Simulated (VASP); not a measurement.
# BAs (F-43m) in VASP: a series of runs

Runs on BAs. Level: PBE. Tasks: relaxation of cell and atoms.

All numbers are computed with VASP 6.6.1; they aren't measurements. Logs are shortened: lines on timing, memory, paths and dates and some standing lists are left out, and cuts for length are marked.

**1. The cell of the first run**

The structure is cubic, space group F-43m (No. 216). Conventional cell: a = 4.625 Å, b = 4.625 Å, c = 4.625 Å, α = 90.00°, β = 90.00°, γ = 90.00°. B (site symmetry -43m) has 4 As at 2.00 Å within 2.7 Å. As (site symmetry -43m) has 4 B at 2.00 Å within 2.7 Å.

**2. Relaxation of cell and atoms, PBE, target pressure 19.4 GPa, at which the enthalpy is minimised**

File INCAR:

```
SYSTEM = BAs
ALGO = Normal
EDIFF = 1E-7
EDIFFG = -0.05
ENCUT = 500
GGA = PE
GGA_COMPAT = .FALSE.
IBRION = 2
ISIF = 3
ISMEAR = 0
LASPH = .TRUE.
LCHARG = .FALSE.
LREAL = .FALSE.
LWAVE = .FALSE.
NELM = 120
NELMIN = 4
NSW = 80
PREC = Accurate
PSTRESS = 194.0
SIGMA = 0.1
```

File KPOINTS:

```
k-points
0
G
  8 8 8
  0 0 0
```

File POSCAR:

```
BAs
1.0
    0.0000000000      2.3126248191      2.3126248191
    2.3126248191      0.0000000000      2.3126248191
    2.3126248191      2.3126248191      0.0000000000
B As
1 1
Direct
    0.0000000000      0.0000000000      0.0000000000
    0.2500000000      0.2500000000      0.2500000000
```

Potentials or basis: VASP PAW PBE potentials, release 64 (B, As).

Run with:

```console
cat potpaw_PBE.64/B/POTCAR potpaw_PBE.64/As/POTCAR > POTCAR
mpirun -np 1 vasp_std > vasp.out
```

OUTCAR:

```text
SYSTEM = BAs
   EDIFF = 1E-7
   EDIFFG = -0.05
   ENCUT = 500
   GGA = PE
   IBRION = 2
   ISIF = 3
   ISMEAR = 0
   LASPH = .TRUE.
   LREAL = .FALSE.
   NELM = 120
   NELMIN = 4
   NSW = 80
   PREC = Accurate
   PSTRESS = 194.0

 ion  position               nearest neighbor table
   1  0.000  0.000  0.000-   2 2.00   2 2.00   2 2.00   2 2.00
   2  0.250  0.250  0.250-   1 2.00   1 2.00   1 2.00   1 2.00

  LATTYP: Found a face centered cubic cell.
 ALAT       =     4.6252496382

  Lattice vectors:

 A1 = (   0.0000000000,   2.3126248191,   2.3126248191)
 A2 = (   2.3126248191,   0.0000000000,   2.3126248191)
 A3 = (   2.3126248191,   2.3126248191,   0.0000000000)

Analysis of symmetry for initial positions (statically):
=====================================================================
 Subroutine PRICEL returns:
 Original cell was already a primitive cell.

 Routine SETGRP: Setting up the symmetry group for a
 face centered cubic supercell.

 Subroutine GETGRP returns: Found 24 space group operations
 (whereof 24 operations were pure point group operations)
 out of a pool of 48 trial point group operations.

The static configuration has the point symmetry T_d .

Analysis of symmetry for dynamics (positions and initial velocities):
=====================================================================
 Subroutine PRICEL returns:
 Original cell was already a primitive cell.

 Routine SETGRP: Setting up the symmetry group for a
 face centered cubic supercell.

 Subroutine GETGRP returns: Found 24 space group operations
 (whereof 24 operations were pure point group operations)
 out of a pool of 48 trial point group operations.

The dynamic configuration has the point symmetry T_d .

 Subroutine INISYM returns: Found 24 space group operations
 (whereof 24 operations are pure point group operations),
 and found     1 'primitive' translations

----------------------------------------------------------------------------------------

                                     Primitive cell

  volume of cell :      24.7369

  direct lattice vectors                    reciprocal lattice vectors
     0.000000000  2.312624819  2.312624819    -0.216204546  0.216204546  0.216204546
     2.312624819  0.000000000  2.312624819     0.216204546 -0.216204546  0.216204546
     2.312624819  2.312624819  0.000000000     0.216204546  0.216204546 -0.216204546

  length of vectors
     3.270545384  3.270545384  3.270545384     0.374477259  0.374477259  0.374477259

  position of ions in fractional coordinates (direct lattice)
     0.000000000  0.000000000  0.000000000
     0.250000000  0.250000000  0.250000000

  ion indices of the primitive-cell ions
   primitive index   ion index
                 1           1
                 2           2

----------------------------------------------------------------------------------------

 KPOINTS: k-points

Automatic generation of k-mesh.
 Grid dimensions read from file:
 generate k-points for:    8    8    8

 Generating k-lattice:

  Cartesian coordinates                     Fractional coordinates (reciprocal lattice)
    -0.027025568  0.027025568  0.027025568     0.125000000  0.000000000  0.000000000
     0.027025568 -0.027025568  0.027025568     0.000000000  0.125000000  0.000000000
     0.027025568  0.027025568 -0.027025568     0.000000000  0.000000000  0.125000000

  Length of vectors
     0.046809657  0.046809657  0.046809657

  Shift w.r.t. Gamma in fractional coordinates (k-lattice)
     0.000000000  0.000000000  0.000000000

 Subroutine IBZKPT returns following result:
 ===========================================

 Found     29 irreducible k-points:

 Following reciprocal coordinates:
            Coordinates               Weight
  0.000000  0.000000  0.000000      1.000000
  0.125000  0.000000  0.000000      8.000000
  0.250000  0.000000  0.000000      8.000000
  0.375000  0.000000  0.000000      8.000000
  0.500000  0.000000  0.000000      4.000000
  0.125000  0.125000  0.000000      6.000000
[... 16 lines left out ...]
  0.500000  0.250000  0.125000     48.000000
 -0.375000  0.250000  0.125000     24.000000
 [... further k-points ...]
   k-points           NKPTS =     29   k-points in BZ     NKDIM =     29   number of bands    NBANDS=      8
   number of dos      NEDOS =    301   number of ions     NIONS =      2
   total plane-waves  NPLWV =  13824
   dimension x,y,z NGX =    24 NGY =   24 NGZ =   24
   dimension x,y,z NGXF=    48 NGYF=   48 NGZF=   48
   ions per type =               1   1
   NGX,Y,Z   is equivalent  to a cutoff of  12.20, 12.20, 12.20 a.u.
   NGXF,Y,Z  is equivalent  to a cutoff of  24.40, 24.40, 24.40 a.u.
 SYSTEM =  BAs
   PREC   = accura    normal or accurate (medium, high low for compatibility)
   ISTART =      0    job   : 0-new  1-cont  2-samecut
   ICHARG =      2    charge: 1-file 2-atom 10-const
   ISPIN  =      1    spin polarized calculation?
   LNONCOLLINEAR =      F non collinear calculations
   LSORBIT =      F    spin-orbit coupling
   LASPH  =      T    aspherical Exc in radial PAW
   ENCUT  =  500.0 eV  36.75 Ry    6.06 a.u.   5.96  5.96  5.96*2*pi/ulx,y,z
   NELM   =    120;   NELMIN=  4; NELMDL= -5     # of ELM steps
   EDIFF  = 0.1E-06   stopping-criterion for ELM
   LREAL  =      F    real-space projection
   EDIFFG = -.5E-01   stopping-criterion for IOM
   NSW    =     80    number of steps for IOM
   IBRION =      2    ionic relax: 0-MD 1-quasi-New 2-CG
   NFREE  =      1    steps in history (QN), initial steepest desc. (CG)
   ISIF   =      3    stress and relaxation
   ISYM   =      2    0-nonsym 1-usesym 2-fastsym
   POTIM  = 0.5000    time-step for ionic-motion
   TEBEG  =    0.0;   TEEND  =   0.0 temperature during run
   PSTRESS=  194.0 pullay stress
   NELECT =       8.0000    total number of electrons
   NUPDOWN=      -1.0000    fix difference up-down
   EMIN   =  10.00;   EMAX   =-10.00  energy-range for DOS
   EFERMI =   0.00;   METHOD = LEGACY
   ISMEAR =     0;   SIGMA  =   0.10  broadening in eV -4-tet -1-fermi 0-gaus
   EFERMI_NEDOS =   21; number of points for ismear=-14 and -15
   IALGO  =     38    algorithm
   IMIX   =      4    mixing-type and parameters
     AMIX     =   0.40;   BMIX     =  1.00
     AMIX_MAG =   1.60;   BMIX_MAG =  1.00
  volume/ion in A,a.u.               =      12.37        83.47
  Fermi-wavevector in a.u.,A,eV,Ry     =   1.123715  2.123514 17.180569  1.262736
  Thomas-Fermi vector in A             =   2.260383
   LORBIT       =      0    0 simple, 1 ext, 2 COOP (PROOUT), +10 PAW based schemes
   GGA     = PE    functional components
   LHFCALC =     F    Hartree Fock is set to
   AEXX    =    0.0000 exact exchange contribution
   IVDW    =     0    specifies the selected vdW correction
   LEPSILON=     F    determine dielectric tensor
   LRPA    =     F    only Hartree local field effects (RPA)
 conjugate gradient relaxation of ions
 non-spin polarized calculation
 Gauss-broadening in eV      SIGMA  =   0.10
  energy-cutoff  :      500.00
  volume of cell :       24.74
 maximum number of plane-waves:       638
   NGX = 11   NGY = 11   NGZ = 11

--------------------------------------- Ionic step        1  -------------------------------------------

 number of electron       7.9999999 magnetization

 Free energy of the ion-electron system (eV)
  ---------------------------------------------------
  ext. energy  EPLUGINS =         0.00000000
  ---------------------------------------------------
  free energy    TOTEN  =       -11.22516020 eV

  energy without entropy =      -11.22516020  energy(sigma->0) =      -11.22516020

------------------------ aborting loop because EDIFF is reached ----------------------------------------

  FORCE on cell =-STRESS in cart. coord.  units (eV):
  Direction    XX          YY          ZZ          XY          YZ          ZX
  --------------------------------------------------------------------------------------
  -------------------------------------------------------------------------------------
  Total        3.1809397      3.1809397      3.1809397     -0.0000000      0.0000000     -0.0000000
  in kB      206.0252619    206.0252619    206.0252619     -0.0000000      0.0000000     -0.0000000
  external PRESSURE =      12.0252619 kB  Pullay stress =     194.0000000 kB
[... 61 lines left out ...]
  enthalpy is  TOTEN    =        -8.2294624945 eV   P V=        3.0356982558

--------------------------------------- Ionic step        3  -------------------------------------------

 number of electron       8.0000000 magnetization

 Free energy of the ion-electron system (eV)
  ---------------------------------------------------
  ext. energy  EPLUGINS =         0.00000000
  ---------------------------------------------------
  free energy    TOTEN  =       -11.24280022 eV

  energy without entropy =      -11.24280022  energy(sigma->0) =      -11.24280022

 E-fermi :   7.5776     XC(G=0): -10.9830

 val. band max:        7.1729069942   @ k =   0.0000   0.0000   0.0000
 cond. band min:       8.2698240432   @ k =   0.3750   0.3750   0.0000
 fundamental gap:      1.0969170490
 Fermi energy:         7.5775687253

 k-point     1 :       0.0000    0.0000    0.0000
  band No.  band energies     occupation
      1      -9.0954      2.00000
      2       7.1729      2.00000
      3       7.1729      2.00000
      4       7.1729      2.00000
      5      10.5707      0.00000
      6      10.5707      0.00000
      7      10.5707      0.00000
      8      13.0463      0.00000
[... 243 lines left out ...]
 k-point    24 :      -0.3750    0.2500    0.1250
  band No.  band energies     occupation
      1      -5.2431      2.00000
      2      -1.7265      2.00000
      3       2.2646      2.00000
      4       3.7837      2.00000
      5      11.2575      0.00000
      6      12.2179      0.00000
      7      15.1506      0.00000
      8      16.7509      0.00000

 [... further k-points ...]

------------------------ aborting loop because EDIFF is reached ----------------------------------------

  FORCE on cell =-STRESS in cart. coord.  units (eV):
  Direction    XX          YY          ZZ          XY          YZ          ZX
  --------------------------------------------------------------------------------------
  -------------------------------------------------------------------------------------
  Total        3.0142435      3.0142435      3.0142435     -0.0000000     -0.0000000      0.0000000
  in kB      194.1193561    194.1193561    194.1193561     -0.0000000     -0.0000000      0.0000000
  external PRESSURE =       0.1193561 kB  Pullay stress =     194.0000000 kB
[... 17 lines left out ...]
  FREE ENERGIE OF THE ION-ELECTRON SYSTEM (eV)
  ---------------------------------------------------
  free  energy   TOTEN  =       -11.2428002206 eV

  energy  without entropy=      -11.2428002206  energy(sigma->0) =      -11.24280022

  enthalpy is  TOTEN    =        -8.2304100689 eV   P V=        3.0123901517

 reached required accuracy - stopping structural energy minimisation
```

Run time: 20 s. Hardware: 1 thread of Intel Xeon Platinum 8175M at 2.50GHz (Skylake/Cascade Lake), shared host; peak memory 0.14 GiB.

Results:

```yaml
Free_energy: -11.2428 eV
Relaxed_volume: 12.44 Å³/atom
Relaxed_cell: a = 3.277 Å, b = 3.277 Å, c = 3.277 Å, α = 60.00°, β = 60.00°, γ = 60.00°
Space_group_after_relaxing_to_0.1_Å: F-43m (No. 216)
Energy_change_on_relaxing_the_run_minimises_the_enthalpy: -8.8 meV/atom
Ionic_steps: 3
Pressure_after_relaxing: 19.4 GPa
Band_gap_on_the_k_mesh: 1.10 eV (least direct gap 3.40 eV)
```

Step by step:
```csv
step,energy change (eV),largest force (eV/Å),pressure (GPa),volume (Å³)
1,0.0000,0.0000,20.60,24.74
2,-0.0400,0.0000,17.84,25.07
3,-0.0176,0.0000,19.41,24.88
```

Final structure:
```
CELL_PARAMETERS angstrom
0.00000 2.31702 2.31702
2.31702 0.00000 2.31702
2.31702 2.31702 0.00000
ATOMIC_POSITIONS crystal
B 0.00000 0.00000 0.00000
As 0.25000 0.25000 0.25000
```

Caveat: the cell is relaxed towards a set pressure, so the run minimises the enthalpy, not the energy. A k mesh can miss the band edges.

**3. Relaxation of cell and atoms, PBE, target pressure 19.4 GPa, at which the enthalpy is minimised**

This run uses another cell than the first one, of 13.63 Å³/atom.

INCAR is that of step 2.

KPOINTS is that of step 2.

File POSCAR:

```
BAs
1.0
    0.0000000000      2.3885000000      2.3885000000
    2.3885000000      0.0000000000      2.3885000000
    2.3885000000      2.3885000000      0.0000000000
B As
1 1
Direct
    0.0000000000      0.0000000000      0.0000000000
    0.2500000000      0.2500000000      0.2500000000
```

Potentials or basis: VASP PAW PBE potentials, release 64 (B, As).

Run with:

```console
cat potpaw_PBE.64/B/POTCAR potpaw_PBE.64/As/POTCAR > POTCAR
mpirun -np 1 vasp_std > vasp.out
```

Run time: 49 s. Hardware: 1 thread of Intel Xeon Platinum 8175M at 2.50GHz (Skylake/Cascade Lake), shared host; peak memory 0.16 GiB.

The run converged. Its results:

```
Free energy                                                : -11.2503 eV
Relaxed volume                                             : 12.47 Å³/atom
Relaxed cell                                               : a = 3.279 Å, b = 3.279 Å, c = 3.279 Å, α = 60.00°, β = 60.00°, γ = 60.00°
Space group after relaxing (to 0.1 Å)                      : F-43m (No. 216)
Energy change on relaxing (the run minimises the enthalpy) : +76.8 meV/atom
Ionic steps                                                : 3
Pressure after relaxing                                    : 18.9 GPa
Band gap on the k mesh                                     : 1.10 eV (least direct gap 3.39 eV)
```

Step by step:
| step | energy change (eV) | largest force (eV/Å) | pressure (GPa) | volume (Å³) |
| --- | --- | --- | --- | --- |
| 1 | 0.0000 | 0.0000 | 3.44 | 27.25 |
| 2 | 0.6943 | 0.0000 | 47.84 | 22.24 |
| 3 | 0.1536 | 0.0000 | 18.93 | 24.94 |

Final structure:
```cif
data_structure
_symmetry_space_group_name_H-M 'P 1'
_symmetry_Int_Tables_number 1
_cell_length_a 3.2793
_cell_length_b 3.2793
_cell_length_c 3.2793
_cell_angle_alpha 60.000
_cell_angle_beta 60.000
_cell_angle_gamma 60.000
_cell_volume 24.94
loop_
_atom_site_label
_atom_site_type_symbol
_atom_site_fract_x
_atom_site_fract_y
_atom_site_fract_z
_atom_site_occupancy
B1 B 0.00000 0.00000 0.00000 1
As1 As 0.25000 0.25000 0.25000 1
```

Levels at points of the mesh, in eV from the valence-band top:
```tsv
k point	band 1	band 2	band 3	band 4	band 5	band 6	band 7	band 8
(0.00, 0.00, 0.00)	-16.25	0.00	0.00	0.00	3.39	3.39	3.39	5.84
(0.50, 0.00, 0.00)	-13.04	-9.47	-1.98	-1.98	3.23	4.88	4.88	9.02
(0.50, 0.50, 0.00)	-11.58	-9.05	-4.47	-4.47	1.30	1.35	12.24	12.24
```

Caveat: the cell is relaxed towards a set pressure, so the run minimises the enthalpy, not the energy. A k mesh can miss the band edges.

**4. Relaxation of cell and atoms, PBE, target pressure 19.4 GPa, at which the enthalpy is minimised**

File INCAR:

```
SYSTEM = BAs
PREC = Accurate
ENCUT = 500
EDIFF = 1E-7
ISMEAR = 0
SIGMA = 0.01
LREAL = .False.
LASPH = .True.
NELM = 120
ALGO = Normal
ISIF = 3
LWAVE = .False.
LCHARG = .False.
GGA = PE
IBRION = 2
NSW = 80
EDIFFG = -0.002
PSTRESS = 194.0
GGA_COMPAT = .False.
NELMIN = 4
```

File KPOINTS:

```
regular mesh
0
Gamma
  10 10 10
  0 0 0
```

File POSCAR:

```
BAs
1.0
    0.0000000000      2.3126248191      2.3126248191
    2.3126248191      0.0000000000      2.3126248191
    2.3126248191      2.3126248191      0.0000000000
B As
1 1
Direct
    0.0000000000      0.0000000000      0.0000000000
    0.2500000000      0.2500000000      0.2500000000
```

Run with:

```console
cat potpaw_PBE.64/B/POTCAR potpaw_PBE.64/As/POTCAR > POTCAR
mpirun -np 1 vasp_std > vasp.out
```

Wall time 18 s (1 thread of Intel Xeon Platinum 8175M at 2.50GHz (Skylake/Cascade Lake), shared host); peak memory 0.14 GiB.

The run converged. Its results:

```
Free energy                                                : -11.2449 eV
Relaxed volume                                             : 12.44 Å³/atom
Relaxed cell                                               : a = 3.277 Å, b = 3.277 Å, c = 3.277 Å, α = 60.00°, β = 60.00°, γ = 60.00°
Space group after relaxing (to 0.1 Å)                      : F-43m (No. 216)
Energy change on relaxing (the run minimises the enthalpy) : -8.8 meV/atom
Ionic steps                                                : 3
Pressure after relaxing                                    : 19.4 GPa
Band gap on the k mesh                                     : 1.08 eV (least direct gap 3.40 eV)
```

The path:
```tsv
step	energy change (eV)	largest force (eV/Å)	pressure (GPa)	volume (Å³)
1	0.0000	0.0000	20.60	24.74
2	-0.0398	0.0000	17.85	25.07
3	-0.0176	0.0000	19.41	24.88
```

Final structure:
```cif
data_structure
_symmetry_space_group_name_H-M 'P 1'
_symmetry_Int_Tables_number 1
_cell_length_a 3.2767
_cell_length_b 3.2767
_cell_length_c 3.2767
_cell_angle_alpha 60.000
_cell_angle_beta 60.000
_cell_angle_gamma 60.000
_cell_volume 24.88
loop_
_atom_site_label
_atom_site_type_symbol
_atom_site_fract_x
_atom_site_fract_y
_atom_site_fract_z
_atom_site_occupancy
B1 B 0.00000 0.00000 0.00000 1
As1 As 0.25000 0.25000 0.25000 1
```

Levels at points of the mesh, in eV from the valence-band top:
```csv
k point,band 1,band 2,band 3,band 4,band 5,band 6,band 7,band 8
"(0.00, 0.00, 0.00)",-16.27,0.00,0.00,0.00,3.40,3.40,3.40,5.87
"(0.50, 0.00, 0.00)",-13.05,-9.49,-1.98,-1.98,3.25,4.88,4.88,9.02
"(0.50, 0.50, 0.00)",-11.59,-9.06,-4.48,-4.48,1.30,1.35,12.26,12.26
```

Caveat: the cell is relaxed towards a set pressure, so the run minimises the enthalpy, not the energy. A k mesh can miss the band edges.

**5. Summary**

```csv
cell,k mesh,smearing,gap on the mesh (eV),pressure (GPa)
"relaxed to 19.4 GPa from a = 3.271 Å, angles 60.0°, 2 atoms",8 × 8 × 8,gaussian 0.1 eV,1.10,19.4
"relaxed to 19.4 GPa from a = 3.378 Å, angles 60.0°, 2 atoms",8 × 8 × 8,gaussian 0.1 eV,1.10,18.9
"relaxed to 19.4 GPa from a = 3.271 Å, angles 60.0°, 2 atoms",10 × 10 × 10,gaussian 0.01 eV,1.08,19.4
```

Alike in all rows: task relaxation of cell and atoms; level PBE; potentials or basis VASP PAW PBE potentials, release 64 (B, As); no spin polarisation; cutoff (eV) 500.

Caveats: the cell is relaxed towards a set pressure, so the run minimises the enthalpy, not the energy.

Absolute energies hang on the potentials; compare differences alone.
